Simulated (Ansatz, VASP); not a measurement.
## Two plane-wave programs on Zn

```
Zn
1.0
    -1.55851    1.55851    1.55851
     1.55851   -1.55851    1.55851
     1.55851    1.55851   -1.55851
Zn
1
Direct
  0.00000 0.00000 0.00000
```

Alike in both runs: task single point; functional PBE0; k mesh 8 × 8 × 8; occupations fermi-dirac, width 0.05 eV; no spin polarisation.

|  | VASP | Ansatz |
| --- | --- | --- |
| version | VASP 6.6.1 | Ansatz 0.2.0 |
| potentials or method | VASP PAW PBE potentials, release 64 (Zn) | Ansatz PAW |
| plane-wave cutoff (eV) | 520 | 420 |
| valence electrons in the cell | 12 | 12 |

```csv
,VASP,Ansatz,Ansatz less VASP
gap on the k mesh at the Fermi level (eV),none,none,-
pressure (GPa),-1.1,-1.1,-0.02
```

A gap of «none» marks a metal or a gap that the smearing closes.
